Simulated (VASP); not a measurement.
I, 2 atoms in the cell. Symmetry: P6_3/mmc, No. 194, hexagonal system. Conventional cell: a = 2.861 Å, b = 2.861 Å, c = 4.895 Å, α = 90.00°, β = 90.00°, γ = 120.00°. I (site symmetry -6m2) has 12 I at 2.86 to 2.95 Å within 3.8 Å. 

```yaml
Program: VASP 6.6.1
Task: single point
Functional: LDA
Potentials_or_basis: VASP PAW LDA potentials, release 64 (I)
Cutoff: 520 eV
k_mesh: 12 × 12 × 7
Occupations: fermi-dirac, width 0.08 eV
Spin: no spin polarisation
Dipole_correction: no
Further_INCAR_settings: ALGO = Normal; EDIFF = 1e-06; NBANDS = 14
```

Potentials or basis: VASP PAW LDA potentials, release 64 (I).

Launch:

```bash
$ cat potpaw_LDA.64/I/POTCAR > POTCAR
$ mpirun -np 1 vasp_std > vasp.out
```

Hardware: 1 thread of Intel(R) Xeon(R) 6975P-C (Granite Rapids), with other jobs on the host.

Question: How long does it take, and how much memory?

Answer: Run time: 10 s on 1 thread of Intel(R) Xeon(R) 6975P-C (Granite Rapids), with other jobs on the host, peak memory 0.16 GiB. Counts: scf iterations 10, k points 76.
